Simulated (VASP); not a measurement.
# SnS2 (P-3m1) in VASP: single point with HSE06

Aim: the single point of SnS2 with HSE06.

Program: VASP 6.6.1. These are calculated values, not measurements. Logs are shortened: lines on timing, memory, paths and dates and some standing lists are left out, and cuts for length are marked.

## (1) The cell of the first run

Symmetry: P-3m1, No. 164, trigonal system. The conventional cell has a = 3.661 Å, b = 3.661 Å, c = 6.141 Å, α = 90.00°, β = 90.00°, γ = 120.00°. Within 3.4 Å of Sn (site symmetry -3m) lie 6 S at 2.57 Å. S (site symmetry 3m) has 3 Sn at 2.57 Å within 3.4 Å.

## (2) Single point, HSE06 (uniaxial z strain +3.0%)

File POSCAR:

```
SnS2
1.0
    3.6607548065      0.0000000000      0.0000000000
   -1.8303774033      3.1703066595      0.0000000000
    0.0000000000      0.0000000000      6.1406342826
Sn S
1 2
Direct
    0.0000000000      0.0000000000      0.0000000000
    0.3333333333      0.6666666667      0.2390210242
    0.6666666667      0.3333333333      0.7609789758
```

File INCAR.step1:

```
PREC = Accurate ; ENCUT = 400
EDIFF = 1E-5 ; ISMEAR = 0
SIGMA = 0.01 ; LREAL = F
LASPH = T ; NELM = 120
ALGO = Normal ; ISIF = 2
LWAVE = T ; LCHARG = F
GGA = PE ; NBANDS = 20
GGA_COMPAT = F ; KPAR = 4
```

File INCAR.step2:

```
PREC = Accurate ; ENCUT = 400
EDIFF = 1E-6 ; ISMEAR = 0
SIGMA = 0.01 ; LREAL = F
LASPH = T ; NELM = 120
ALGO = Normal ; ISIF = 2
LWAVE = F ; LCHARG = F
GGA = PE ; LHFCALC = T
HFSCREEN = 0.2079 ; PRECFOCK = Normal
ISTART = 1 ; NBANDS = 20
GGA_COMPAT = F ; KPAR = 4
```

File KPOINTS:

```
Automatic mesh
0
Gamma
  6 6 4
```

Potentials or basis: VASP PAW PBE potentials, release 64 (Sn_d, S).

Run with:

```
$ cat potpaw_PBE.64/Sn_d/POTCAR potpaw_PBE.64/S/POTCAR > POTCAR
$ cp INCAR.step1 INCAR
$ mpirun -np 4 vasp_std > vasp.out
$ cp INCAR.step2 INCAR
$ mpirun -np 4 vasp_std > vasp.out
```

OUTCAR:

```text
PREC = Accurate
   ENCUT = 400
   EDIFF = 1E-6
   ISMEAR = 0
   LREAL = F
   LASPH = T
   NELM = 120
   ISIF = 2
   GGA = PE
   LHFCALC = T
   HFSCREEN = 0.2079
   PRECFOCK = Normal
   ISTART = 1

 ion  position               nearest neighbor table
   1  0.000  0.000  0.000-   2 2.57   3 2.57   3 2.57   2 2.57   3 2.57   2 2.57
   2  0.333  0.667  0.239-   1 2.57   1 2.57   1 2.57
   3  0.667  0.333  0.761-   1 2.57   1 2.57   1 2.57

  LATTYP: Found a hexagonal cell.
 ALAT       =     3.6607548065
 C/A-ratio  =     1.6774229926

  Lattice vectors:

 A1 = (   3.6607548065,   0.0000000000,   0.0000000000)
 A2 = (  -1.8303774033,   3.1703066595,   0.0000000000)
 A3 = (   0.0000000000,   0.0000000000,   6.1406342826)

Analysis of symmetry for initial positions (statically):
=====================================================================
 Subroutine PRICEL returns:
 Original cell was already a primitive cell.

 Routine SETGRP: Setting up the symmetry group for a
 hexagonal supercell.

 Subroutine GETGRP returns: Found 12 space group operations
 (whereof 12 operations were pure point group operations)
 out of a pool of 24 trial point group operations.

The static configuration has the point symmetry D_3d.

Analysis of symmetry for dynamics (positions and initial velocities):
=====================================================================
 Subroutine PRICEL returns:
 Original cell was already a primitive cell.

 Routine SETGRP: Setting up the symmetry group for a
 hexagonal supercell.

 Subroutine GETGRP returns: Found 12 space group operations
 (whereof 12 operations were pure point group operations)
 out of a pool of 24 trial point group operations.

The dynamic configuration has the point symmetry D_3d.

 Subroutine INISYM returns: Found 12 space group operations
 (whereof 12 operations are pure point group operations),
 and found     1 'primitive' translations

----------------------------------------------------------------------------------------

                                     Primitive cell

  volume of cell :      71.2665

  direct lattice vectors                    reciprocal lattice vectors
     3.660754806  0.000000000  0.000000000     0.273167708  0.157713450  0.000000000
    -1.830377403  3.170306660  0.000000000     0.000000000  0.315426899  0.000000000
     0.000000000  0.000000000  6.140634283     0.000000000  0.000000000  0.162849627

  length of vectors
     3.660754806  3.660754807  6.140634283     0.315426899  0.315426899  0.162849627

  position of ions in fractional coordinates (direct lattice)
     0.000000000  0.000000000  0.000000000
     0.333333333  0.666666667  0.239021024
     0.666666667  0.333333333  0.760978976

  ion indices of the primitive-cell ions
   primitive index   ion index
                 1           1
                 2           2
                 3           3

----------------------------------------------------------------------------------------

 KPOINTS: Automatic mesh

Automatic generation of k-mesh.
 Grid dimensions read from file:
 generate k-points for:    6    6    4

 Generating k-lattice:

  Cartesian coordinates                     Fractional coordinates (reciprocal lattice)
     0.045527951  0.026285575  0.000000000     0.166666667  0.000000000  0.000000000
     0.000000000  0.052571150  0.000000000     0.000000000  0.166666667  0.000000000
     0.000000000  0.000000000  0.040712407     0.000000000  0.000000000  0.250000000

  Length of vectors
     0.052571150  0.052571150  0.040712407

  Shift w.r.t. Gamma in fractional coordinates (k-lattice)
     0.000000000  0.000000000  0.000000000

 Subroutine IBZKPT returns following result:
 ===========================================

 Found     24 irreducible k-points:

 Following reciprocal coordinates:
            Coordinates               Weight
  0.000000  0.000000  0.000000      1.000000
  0.166667 -0.000000  0.000000      6.000000
  0.333333 -0.000000  0.000000      6.000000
  0.500000  0.000000  0.000000      3.000000
  0.166667  0.166667  0.000000      6.000000
  0.333333  0.166667  0.000000     12.000000
[... 16 lines left out ...]
  0.333333  0.166667  0.500000     12.000000
  0.333333  0.333333  0.500000      2.000000
   k-points           NKPTS =     24   k-points in BZ     NKDIM =    144   number of bands    NBANDS=     20
   number of dos      NEDOS =    301   number of ions     NIONS =      3
   total plane-waves  NPLWV =  23040
   dimension x,y,z NGX =    24 NGY =   24 NGZ =   40
   dimension x,y,z NGXF=    48 NGYF=   48 NGZF=   80
   ions per type =               1   2
   NGX,Y,Z   is equivalent  to a cutoff of  10.90, 10.90, 10.83 a.u.
   NGXF,Y,Z  is equivalent  to a cutoff of  21.80, 21.80, 21.66 a.u.
 SYSTEM =  unknown system
   PREC   = accura    normal or accurate (medium, high low for compatibility)
   ISTART =      1    job   : 0-new  1-cont  2-samecut
   ICHARG =      0    charge: 1-file 2-atom 10-const
   ISPIN  =      1    spin polarized calculation?
   LNONCOLLINEAR =      F non collinear calculations
   LSORBIT =      F    spin-orbit coupling
   LASPH  =      T    aspherical Exc in radial PAW
   ENCUT  =  400.0 eV  29.40 Ry    5.42 a.u.   5.97  5.97 10.01*2*pi/ulx,y,z
   NELM   =    120;   NELMIN=  2; NELMDL=  0     # of ELM steps
   EDIFF  = 0.1E-05   stopping-criterion for ELM
   LREAL  =      F    real-space projection
   EDIFFG = 0.1E-04   stopping-criterion for IOM
   NSW    =      0    number of steps for IOM
   IBRION =     -1    ionic relax: 0-MD 1-quasi-New 2-CG
   NFREE  =      0    steps in history (QN), initial steepest desc. (CG)
   ISIF   =      2    stress and relaxation
   ISYM   =      3    0-nonsym 1-usesym 2-fastsym
   POTIM  = 0.5000    time-step for ionic-motion
   TEBEG  =    0.0;   TEEND  =   0.0 temperature during run
   PSTRESS=    0.0 pullay stress
   NELECT =      26.0000    total number of electrons
   NUPDOWN=      -1.0000    fix difference up-down
   EMIN   =  10.00;   EMAX   =-10.00  energy-range for DOS
   EFERMI =   0.00;   METHOD = LEGACY
   ISMEAR =     0;   SIGMA  =   0.01  broadening in eV -4-tet -1-fermi 0-gaus
   EFERMI_NEDOS =   21; number of points for ismear=-14 and -15
   IALGO  =     38    algorithm
   IMIX   =      1    mixing-type and parameters
     AMIX     =   0.40;   BMIX     =  1.00
     AMIX_MAG =   1.60;   BMIX_MAG =  1.00
  volume/ion in A,a.u.               =      23.76       160.31
  Fermi-wavevector in a.u.,A,eV,Ry     =   1.169780  2.210564 18.618015  1.368385
  Thomas-Fermi vector in A             =   2.306248
   LORBIT       =      0    0 simple, 1 ext, 2 COOP (PROOUT), +10 PAW based schemes
   GGA     = PE    functional components
   LHFCALC =     T    Hartree Fock is set to
   PRECFOCK=normal    Normal, Fast or Accurate (Low or Medium for compatibility)
   ENCUT4O =  -1.0   cutoff for four orbital integrals eV
   NKREDX  =     1    reduce k-point grid by
   NKREDY  =     1    reduce k-point grid by
   NKREDZ  =     1    reduce k-point grid by
   AEXX    =    0.2500 exact exchange contribution
   HFSCREEN=    0.2079 screening length (either q_TF or 0.3 A-1)
   HFSCREENC=   0.2079 screening length for correlation (either q_TF or 0.3 A-1)
   ENCUTFOCK=  -1.0 apply spherical cutoff to Coloumb kernel
   IVDW    =     0    specifies the selected vdW correction
   LEPSILON=     F    determine dielectric tensor
   LRPA    =     F    only Hartree local field effects (RPA)
 non-spin polarized calculation
 Gauss-broadening in eV      SIGMA  =   0.01
  energy-cutoff  :      400.00
  volume of cell :       71.27
 maximum number of plane-waves:      1308
  NGX = 18; NGY = 18; NGZ = 32

 number of electron      26.0000007 magnetization

 Free energy of the ion-electron system (eV)
  ---------------------------------------------------
  ext. energy  EPLUGINS =         0.00000000
  ---------------------------------------------------
  free energy    TOTEN  =       -16.20517581 eV

  energy without entropy =      -16.20517581  energy(sigma->0) =      -16.20517581

 E-fermi :   3.5281     XC(G=0):  -7.7532

 val. band max:        3.4121913343   @ k =   0.1667  -0.0000   0.0000
 cond. band min:       5.8231119539   @ k =   0.5000   0.0000   0.5000
 fundamental gap:      2.4109206196
 Fermi energy:         3.5280853138

 k-point     1 :       0.0000    0.0000    0.0000
  band No.  band energies     occupation
      1     -19.3555      2.00000
      2     -19.3554      2.00000
      3     -19.2938      2.00000
      4     -19.2688      2.00000
      5     -19.2688      2.00000
      6     -11.5336      2.00000
[... 12 lines left out ...]
     19      14.1547      0.00000
     20      14.1547      0.00000

 k-point     2 :       0.1667   -0.0000    0.0000
  band No.  band energies     occupation
      1     -19.3756      2.00000
      2     -19.3436      2.00000
      3     -19.2845      2.00000
      4     -19.2742      2.00000
      5     -19.2645      2.00000
      6     -11.2035      2.00000
[... 12 lines left out ...]
     19      13.7559      0.00000
     20      14.4404      0.00000

 k-point     3 :       0.3333   -0.0000    0.0000
  band No.  band energies     occupation
      1     -19.4199      2.00000
      2     -19.3300      2.00000
      3     -19.2960      2.00000
      4     -19.2507      2.00000
      5     -19.2453      2.00000
      6     -10.3095      2.00000
[... 12 lines left out ...]
     19      14.0181      0.00000
     20      14.6797      0.00000

 k-point     4 :       0.5000    0.0000    0.0000
  band No.  band energies     occupation
      1     -19.4426      2.00000
      2     -19.3278      2.00000
      3     -19.3033      2.00000
      4     -19.2368      2.00000
      5     -19.2310      2.00000
      6      -9.5130      2.00000
[... 12 lines left out ...]
     19      14.8996      0.00000
     20      15.3518      0.00000

 k-point     5 :       0.1667    0.1667    0.0000
  band No.  band energies     occupation
      1     -19.3988      2.00000
      2     -19.3415      2.00000
      3     -19.2834      2.00000
      4     -19.2722      2.00000
      5     -19.2465      2.00000
      6     -10.5836      2.00000
[... 12 lines left out ...]
     19      12.3770      0.00000
     20      14.9749      0.00000

 k-point     6 :       0.3333    0.1667    0.0000
  band No.  band energies     occupation
      1     -19.4206      2.00000
      2     -19.3459      2.00000
      3     -19.2897      2.00000
      4     -19.2514      2.00000
      5     -19.2348      2.00000
      6      -9.6068      2.00000
[... 12 lines left out ...]
     19      13.6912      0.00000
     20      14.8544      0.00000

 k-point     7 :       0.3333    0.3333    0.0000
  band No.  band energies     occupation
      1     -19.3864      2.00000
      2     -19.3864      2.00000
      3     -19.2638      2.00000
      4     -19.2638      2.00000
      5     -19.2430      2.00000
      6      -8.9291      2.00000
[... 12 lines left out ...]
     19      13.5587      0.00000
     20      13.5587      0.00000
[... 277 lines left out ...]
 k-point    20 :       0.3333   -0.0000    0.5000
  band No.  band energies     occupation
      1     -19.4200      2.00000
      2     -19.3300      2.00000
      3     -19.2961      2.00000
      4     -19.2506      2.00000
      5     -19.2453      2.00000
      6     -10.2092      2.00000
[... 12 lines left out ...]
     19      14.6821      0.00000
     20      15.1300      0.00000

 k-point    21 :       0.5000    0.0000    0.5000
  band No.  band energies     occupation
      1     -19.4428      2.00000
      2     -19.3278      2.00000
      3     -19.3034      2.00000
      4     -19.2367      2.00000
      5     -19.2310      2.00000
      6      -9.4462      2.00000
[... 12 lines left out ...]
     19      15.4286      0.00000
     20      15.9741      0.00000

 k-point    22 :       0.1667    0.1667    0.5000
  band No.  band energies     occupation
      1     -19.3989      2.00000
      2     -19.3415      2.00000
      3     -19.2834      2.00000
      4     -19.2721      2.00000
      5     -19.2464      2.00000
      6     -10.4775      2.00000
[... 12 lines left out ...]
     19      13.3115      0.00000
     20      14.3953      0.00000

 k-point    23 :       0.3333    0.1667    0.5000
  band No.  band energies     occupation
      1     -19.4208      2.00000
      2     -19.3459      2.00000
      3     -19.2898      2.00000
      4     -19.2514      2.00000
      5     -19.2347      2.00000
      6      -9.5319      2.00000
[... 12 lines left out ...]
     19      13.9597      0.00000
     20      14.8392      0.00000

 k-point    24 :       0.3333    0.3333    0.5000
  band No.  band energies     occupation
      1     -19.3865      2.00000
      2     -19.3865      2.00000
      3     -19.2638      2.00000
      4     -19.2638      2.00000
      5     -19.2429      2.00000
      6      -8.9175      2.00000
[... 12 lines left out ...]
     19      14.1136      0.00000
     20      14.2597      0.00000

------------------------ aborting loop because EDIFF is reached ----------------------------------------

  FORCE on cell =-STRESS in cart. coord.  units (eV):
  Direction    XX          YY          ZZ          XY          YZ          ZX
  --------------------------------------------------------------------------------------
  -------------------------------------------------------------------------------------
  Total       -0.2404464     -0.2404464     -0.4014113      0.0000000      0.0000000      0.0000000
  in kB       -5.4055984     -5.4055984     -9.0243315      0.0000000      0.0000000      0.0000000
  external PRESSURE =      -6.6118427 kB  Pullay stress =       0.0000000 kB

 VOLUME and BASIS-vectors are now :
 -----------------------------------------------------------------------------
  energy-cutoff  :      400.00
  volume of cell :       71.27
      direct lattice vectors                 reciprocal lattice vectors
     3.660754806  0.000000000  0.000000000     0.273167708  0.157713450  0.000000000
    -1.830377403  3.170306660  0.000000000     0.000000000  0.315426899  0.000000000
     0.000000000  0.000000000  6.140634283     0.000000000  0.000000000  0.162849627

 POSITION                                       TOTAL-FORCE (eV/Angst)
 -----------------------------------------------------------------------------------
      0.00000      0.00000      0.00000        -0.000000      0.000000      0.000000
     -0.00000      2.11354      1.46774        -0.000000      0.000000     -0.275471
      1.83038      1.05677      4.67289         0.000000     -0.000000      0.275471
 -----------------------------------------------------------------------------------
    total drift:                                0.000001      0.000003     -0.000001

  FREE ENERGIE OF THE ION-ELECTRON SYSTEM (eV)
  ---------------------------------------------------
  free  energy   TOTEN  =       -16.2051758129 eV

  energy  without entropy=      -16.2051758129  energy(sigma->0) =      -16.20517581
```

Run time: 21 min. Hardware: 4 MPI ranks of Intel Xeon Platinum 8259CL at 2.50GHz (Skylake/Cascade Lake), shared host; peak memory 0.27 GiB.

What came out:

| Item | Value |
| --- | --- |
| Free energy | -16.2052 eV |
| Pressure | -0.7 GPa |
| Largest force | 0.275 eV/Å |
| Band gap on the k mesh | 2.41 eV (least direct gap 2.74 eV) |

Forces on the atoms (eV/Å):
```
Sn   0.000  0.000  0.000
S    0.000  0.000 -0.275
S    0.000  0.000  0.275
```

Caveat: the cell differs from its parent crystal (uniaxial z strain +3.0%); the PAW data sets were made with another functional, which shifts forces and pressure a little; spin-orbit coupling is left out, which moves the levels of the heavy elements; this functional lacks dispersion, which binds layers or chains, so the pressure and a relaxed spacing across them are unreliable. A k mesh can miss the band edges.
